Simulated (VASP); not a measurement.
# CdO (Fm-3m) in VASP: a series of runs

The runs below take CdO through relaxation of cell and atoms, single point, with PBE.

Everything below comes from runs of VASP 6.6.1. Logs are shortened: lines on timing, memory, paths and dates and some standing lists are left out, and cuts for length are marked.

## 1. The cell of the first run

The structure is cubic, space group Fm-3m (No. 225). The conventional cell has a = 4.132 Å, b = 4.132 Å, c = 4.132 Å, α = 90.00°, β = 90.00°, γ = 90.00°. Within 2.7 Å of Cd (site symmetry m-3m) lie 6 O at 2.07 Å. O (site symmetry m-3m) has 6 Cd at 2.07 Å within 2.7 Å.

## 2. Relaxation of cell and atoms, PBE, target pressure 150 GPa, at which the enthalpy is minimised

INCAR

```
SYSTEM = CdO
PREC     = Accurate       ! precision mode
ENCUT    = 700            ! plane-wave cutoff, eV
EDIFF    = 1E-7           ! SCF threshold, eV
ISMEAR   = 0              ! smearing method
SIGMA    = 0.1            ! smearing width, eV
LREAL    = .FALSE.        ! projectors in reciprocal space
LASPH    = .TRUE.         ! aspherical terms in the spheres
NELM     = 120            ! most SCF steps
ALGO     = Normal         ! electronic algorithm
ISIF     = 3              ! what is computed and relaxed
LWAVE    = .FALSE.        ! write WAVECAR
LCHARG   = .FALSE.        ! write CHGCAR
GGA      = PE             ! functional
IBRION   = 2              ! ionic algorithm
NSW      = 70             ! ionic steps
EDIFFG   = -0.004         ! ionic threshold
PSTRESS  = 1500.0       
GGA_COMPAT= .FALSE.      
NELMIN   = 4
```

KPOINTS

```
regular mesh
0
G
  16 16 16
  0 0 0
```

POSCAR

```
CdO
1.0
    0.0000000000      2.0661656551      2.0661656551
    2.0661656551      0.0000000000      2.0661656551
    2.0661656551      2.0661656551      0.0000000000
Cd O
1 1
Direct
    0.0000000000      0.0000000000      0.0000000000
    0.5000000000      0.5000000000      0.5000000000
```

Potentials or basis: VASP PAW PBE potentials, release 64 (Cd_sv_GW, O).

Command:

```bash
> cat potpaw_PBE.64/Cd_sv_GW/POTCAR potpaw_PBE.64/O/POTCAR > POTCAR
> mpirun -np 1 vasp_std > vasp.out
```

OUTCAR:

```text
SYSTEM = CdO
   PREC = Accurate
   ENCUT = 700
   EDIFF = 1E-7
   ISMEAR = 0
   LREAL = .FALSE.
   LASPH = .TRUE.
   NELM = 120
   ISIF = 3
   GGA = PE
   IBRION = 2
   NSW = 70
   EDIFFG = -0.004
   PSTRESS = 1500.0
   NELMIN = 4

 ion  position               nearest neighbor table
   1  0.000  0.000  0.000-   2 2.07   2 2.07   2 2.07   2 2.07   2 2.07   2 2.07
   2  0.500  0.500  0.500-   1 2.07   1 2.07   1 2.07   1 2.07   1 2.07   1 2.07

  LATTYP: Found a face centered cubic cell.
 ALAT       =     4.1323313102

  Lattice vectors:

 A1 = (   0.0000000000,   2.0661656551,   2.0661656551)
 A2 = (   2.0661656551,   0.0000000000,   2.0661656551)
 A3 = (   2.0661656551,   2.0661656551,   0.0000000000)

Analysis of symmetry for initial positions (statically):
=====================================================================
 Subroutine PRICEL returns:
 Original cell was already a primitive cell.

 Routine SETGRP: Setting up the symmetry group for a
 face centered cubic supercell.

 Subroutine GETGRP returns: Found 48 space group operations
 (whereof 48 operations were pure point group operations)
 out of a pool of 48 trial point group operations.

The static configuration has the point symmetry O_h .

Analysis of symmetry for dynamics (positions and initial velocities):
=====================================================================
 Subroutine PRICEL returns:
 Original cell was already a primitive cell.

 Routine SETGRP: Setting up the symmetry group for a
 face centered cubic supercell.

 Subroutine GETGRP returns: Found 48 space group operations
 (whereof 48 operations were pure point group operations)
 out of a pool of 48 trial point group operations.

The dynamic configuration has the point symmetry O_h .

 Subroutine INISYM returns: Found 48 space group operations
 (whereof 48 operations are pure point group operations),
 and found     1 'primitive' translations

----------------------------------------------------------------------------------------

                                     Primitive cell

  volume of cell :      17.6411

  direct lattice vectors                    reciprocal lattice vectors
     0.000000000  2.066165655  2.066165655    -0.241994149  0.241994149  0.241994149
     2.066165655  0.000000000  2.066165655     0.241994149 -0.241994149  0.241994149
     2.066165655  2.066165655  0.000000000     0.241994149  0.241994149 -0.241994149

  length of vectors
     2.921999492  2.921999492  2.921999492     0.419146162  0.419146162  0.419146162

  position of ions in fractional coordinates (direct lattice)
     0.000000000  0.000000000  0.000000000
     0.500000000  0.500000000  0.500000000

  ion indices of the primitive-cell ions
   primitive index   ion index
                 1           1
                 2           2

----------------------------------------------------------------------------------------

 KPOINTS: regular mesh

Automatic generation of k-mesh.
 Grid dimensions read from file:
 generate k-points for:   16   16   16

 Generating k-lattice:

  Cartesian coordinates                     Fractional coordinates (reciprocal lattice)
    -0.015124634  0.015124634  0.015124634     0.062500000  0.000000000  0.000000000
     0.015124634 -0.015124634  0.015124634     0.000000000  0.062500000  0.000000000
     0.015124634  0.015124634 -0.015124634     0.000000000  0.000000000  0.062500000

  Length of vectors
     0.026196635  0.026196635  0.026196635

  Shift w.r.t. Gamma in fractional coordinates (k-lattice)
     0.000000000  0.000000000  0.000000000

 Subroutine IBZKPT returns following result:
 ===========================================

 Found    145 irreducible k-points:

 Following reciprocal coordinates:
            Coordinates               Weight
  0.000000  0.000000  0.000000      1.000000
  0.062500  0.000000  0.000000      8.000000
  0.125000  0.000000  0.000000      8.000000
  0.187500  0.000000  0.000000      8.000000
  0.250000  0.000000  0.000000      8.000000
  0.312500  0.000000  0.000000      8.000000
[... 16 lines left out ...]
 -0.125000  0.062500  0.000000     24.000000
 -0.062500  0.062500  0.000000     12.000000
 [... further k-points ...]
   k-points           NKPTS =    145   k-points in BZ     NKDIM =    145   number of bands    NBANDS=     17
   number of dos      NEDOS =    301   number of ions     NIONS =      2
   total plane-waves  NPLWV =  21952
   dimension x,y,z NGX =    28 NGY =   28 NGZ =   28
   dimension x,y,z NGXF=    56 NGYF=   56 NGZF=   56
   ions per type =               1   1
   NGX,Y,Z   is equivalent  to a cutoff of  15.93, 15.93, 15.93 a.u.
   NGXF,Y,Z  is equivalent  to a cutoff of  31.86, 31.86, 31.86 a.u.
 SYSTEM =  CdO
   PREC   = accura    normal or accurate (medium, high low for compatibility)
   ISTART =      0    job   : 0-new  1-cont  2-samecut
   ICHARG =      2    charge: 1-file 2-atom 10-const
   ISPIN  =      1    spin polarized calculation?
   LNONCOLLINEAR =      F non collinear calculations
   LSORBIT =      F    spin-orbit coupling
   LASPH  =      T    aspherical Exc in radial PAW
   ENCUT  =  700.0 eV  51.45 Ry    7.17 a.u.   6.30  6.30  6.30*2*pi/ulx,y,z
   NELM   =    120;   NELMIN=  4; NELMDL= -5     # of ELM steps
   EDIFF  = 0.1E-06   stopping-criterion for ELM
   LREAL  =      F    real-space projection
   EDIFFG = -.4E-02   stopping-criterion for IOM
   NSW    =     70    number of steps for IOM
   IBRION =      2    ionic relax: 0-MD 1-quasi-New 2-CG
   NFREE  =      1    steps in history (QN), initial steepest desc. (CG)
   ISIF   =      3    stress and relaxation
   ISYM   =      2    0-nonsym 1-usesym 2-fastsym
   POTIM  = 0.5000    time-step for ionic-motion
   TEBEG  =    0.0;   TEEND  =   0.0 temperature during run
   PSTRESS= 1500.0 pullay stress
   NELECT =      26.0000    total number of electrons
   NUPDOWN=      -1.0000    fix difference up-down
   EMIN   =  10.00;   EMAX   =-10.00  energy-range for DOS
   EFERMI =   0.00;   METHOD = LEGACY
   ISMEAR =     0;   SIGMA  =   0.10  broadening in eV -4-tet -1-fermi 0-gaus
   EFERMI_NEDOS =   21; number of points for ismear=-14 and -15
   IALGO  =     38    algorithm
   IMIX   =      4    mixing-type and parameters
     AMIX     =   0.40;   BMIX     =  1.00
     AMIX_MAG =   1.60;   BMIX_MAG =  1.00
  volume/ion in A,a.u.               =       8.82        59.52
  Fermi-wavevector in a.u.,A,eV,Ry     =   1.863048  3.520651 47.225134  3.470949
  Thomas-Fermi vector in A             =   2.910489
   LORBIT       =      0    0 simple, 1 ext, 2 COOP (PROOUT), +10 PAW based schemes
   GGA     = PE    functional components
   LHFCALC =     F    Hartree Fock is set to
   AEXX    =    0.0000 exact exchange contribution
   IVDW    =     0    specifies the selected vdW correction
   LEPSILON=     F    determine dielectric tensor
   LRPA    =     F    only Hartree local field effects (RPA)
 conjugate gradient relaxation of ions
 non-spin polarized calculation
 Gauss-broadening in eV      SIGMA  =   0.10
  energy-cutoff  :      700.00
  volume of cell :       17.64
 maximum number of plane-waves:       754
 NGX is ok and might be reduce to    28
   NGX = 13   NGY = 13   NGZ = 13

--------------------------------------- Ionic step        1  -------------------------------------------

 number of electron      26.0000002 magnetization

 Free energy of the ion-electron system (eV)
  ---------------------------------------------------
  ext. energy  EPLUGINS =         0.00000000
  ---------------------------------------------------
  free energy    TOTEN  =        -4.88061038 eV

  energy without entropy =       -4.88061007  energy(sigma->0) =       -4.88061023

------------------------ aborting loop because EDIFF is reached ----------------------------------------

  FORCE on cell =-STRESS in cart. coord.  units (eV):
  Direction    XX          YY          ZZ          XY          YZ          ZX
  --------------------------------------------------------------------------------------
  -------------------------------------------------------------------------------------
  Total       16.5256304     16.5256304     16.5256304      0.0000000      0.0000000      0.0000000
  in kB     1500.8704486   1500.8704486   1500.8704486      0.0000000      0.0000000      0.0000000
  external PRESSURE =       0.8704486 kB  Pullay stress =    1500.0000000 kB

 VOLUME and BASIS-vectors are now :
 -----------------------------------------------------------------------------
  energy-cutoff  :      700.00
  volume of cell :       17.64
      direct lattice vectors                 reciprocal lattice vectors
     0.000000000  2.066165655  2.066165655    -0.241994149  0.241994149  0.241994149
     2.066165655  0.000000000  2.066165655     0.241994149 -0.241994149  0.241994149
     2.066165655  2.066165655  0.000000000     0.241994149  0.241994149 -0.241994149
[... 46 lines left out ...]
  FREE ENERGIE OF THE ION-ELECTRON SYSTEM (eV)
  ---------------------------------------------------
  free  energy   TOTEN  =        -4.8920553102 eV

  energy  without entropy=       -4.8920549914  energy(sigma->0) =       -4.89205515

  enthalpy is  TOTEN    =        11.6354482298 eV   P V=       16.5275035400

--------------------------------------- Ionic step        3  -------------------------------------------

 number of electron      26.0000002 magnetization

 Free energy of the ion-electron system (eV)
  ---------------------------------------------------
  ext. energy  EPLUGINS =         0.00000000
  ---------------------------------------------------
  free energy    TOTEN  =        -4.88252776 eV

  energy without entropy =       -4.88252745  energy(sigma->0) =       -4.88252761

 E-fermi :  11.4913     XC(G=0): -14.3473

 val. band max:       11.2282484106   @ k =   0.5000   0.0000   0.0000
 cond. band min:      11.7059552213   @ k =   0.0000   0.0000   0.0000
 fundamental gap:      0.4777068106
 Fermi energy:        11.4912685428

 k-point     1 :       0.0000    0.0000    0.0000
  band No.  band energies     occupation
      1     -90.2312      2.00000
      2     -51.3386      2.00000
      3     -51.3386      2.00000
      4     -51.3386      2.00000
      5     -10.2548      2.00000
      6       2.7722      2.00000
[... 9 lines left out ...]
     16      30.9632      0.00000
     17      30.9632      0.00000
[... 441 lines left out ...]
 k-point    24 :      -0.0625    0.0625    0.0000
  band No.  band energies     occupation
      1     -90.2303      2.00000
      2     -51.3482      2.00000
      3     -51.3416      2.00000
      4     -51.3393      2.00000
      5     -10.0996      2.00000
      6       2.6336      2.00000
[... 9 lines left out ...]
     16      29.5339      0.00000
     17      30.6200      0.00000

 [... further k-points ...]

------------------------ aborting loop because EDIFF is reached ----------------------------------------

  FORCE on cell =-STRESS in cart. coord.  units (eV):
  Direction    XX          YY          ZZ          XY          YZ          ZX
  --------------------------------------------------------------------------------------
  -------------------------------------------------------------------------------------
  Total       16.5179490     16.5179490     16.5179490     -0.0000000     -0.0000000      0.0000000
  in kB     1499.9987250   1499.9987250   1499.9987250     -0.0000000     -0.0000000      0.0000000
  external PRESSURE =      -0.0012750 kB  Pullay stress =    1500.0000000 kB

 VOLUME and BASIS-vectors are now :
 -----------------------------------------------------------------------------
  energy-cutoff  :      700.00
  volume of cell :       17.64
      direct lattice vectors                 reciprocal lattice vectors
     0.000000000  2.066245586  2.066245586    -0.241984788  0.241984788  0.241984788
     2.066245586 -0.000000000  2.066245586     0.241984788 -0.241984788  0.241984788
     2.066245586  2.066245586  0.000000000     0.241984788  0.241984788 -0.241984788

 POSITION                                       TOTAL-FORCE (eV/Angst)
 -----------------------------------------------------------------------------------
      0.00000      0.00000      0.00000         0.000000     -0.000000      0.000000
      2.06625      2.06625      2.06625        -0.000000      0.000000     -0.000000
 -----------------------------------------------------------------------------------
    total drift:                               -0.000000      0.000000      0.000000

  FREE ENERGIE OF THE ION-ELECTRON SYSTEM (eV)
  ---------------------------------------------------
  free  energy   TOTEN  =        -4.8825277605 eV

  energy  without entropy=       -4.8825274537  energy(sigma->0) =       -4.88252761

  enthalpy is  TOTEN    =        11.6354352298 eV   P V=       16.5179629902

 reached required accuracy - stopping structural energy minimisation
```

Wall time 2.1 min (1 thread of Intel Xeon Platinum 8375C at 2.90GHz (Ice Lake), shared host); peak memory 0.24 GiB.

Results:

| Property | Result |
| --- | --- |
| Free energy | -4.8825 eV |
| Relaxed volume | 8.82 Å³/atom |
| Relaxed cell | a = 2.922 Å, b = 2.922 Å, c = 2.922 Å, α = 60.00°, β = 60.00°, γ = 60.00° |
| Space group after relaxing (to 0.1 Å) | Fm-3m (No. 225) |
| Energy change on relaxing (the run minimises the enthalpy) | -1.0 meV/atom |
| Ionic steps | 3 |
| Pressure after relaxing | 150.0 GPa |
| Band gap on the k mesh | 0.48 eV (least direct gap 4.07 eV) |

Step by step:
```tsv
step	energy change (eV)	largest force (eV/Å)	pressure (GPa)	volume (Å³)
1	0.0000	0.0000	150.09	17.64
2	-0.0114	0.0000	149.60	17.65
3	-0.0019	0.0000	150.00	17.64
```

Final structure:
```yaml
crystal:
  lattice:
    - [0.00000, 2.06625, 2.06625]
    - [2.06625, 0.00000, 2.06625]
    - [2.06625, 2.06625, 0.00000]
  atoms:
    - { symbol: Cd, position: [0.00000, 0.00000, 0.00000] }
    - { symbol: O, position: [0.50000, 0.50000, 0.50000] }
```

Levels at points of the mesh, in eV from the valence-band top:
```
           k point  band 9  band 10  band 11  band 12  band 13  band 14  band 15  band 16  band 17
(0.00, 0.00, 0.00)   -7.77    -7.77    -3.63    -3.63    -3.63     0.48    13.77    19.73    19.73
(0.50, 0.00, 0.00)   -7.13    -7.13    -4.89     0.00     0.00     4.07    10.10    13.25    13.25
(0.50, 0.50, 0.00)   -6.78    -6.78    -5.53    -5.04    -5.04     5.53     9.84    12.64    16.55
```

Caveat: the cell is relaxed towards a set pressure, so the run minimises the enthalpy, not the energy; semilocal functionals underestimate gaps, and a narrow one can read as zero. A k mesh can miss the band edges.

(Continued in part 2 of 2.)

The gap in the log of VASP goes by the Fermi energy; the results here count the filled bands.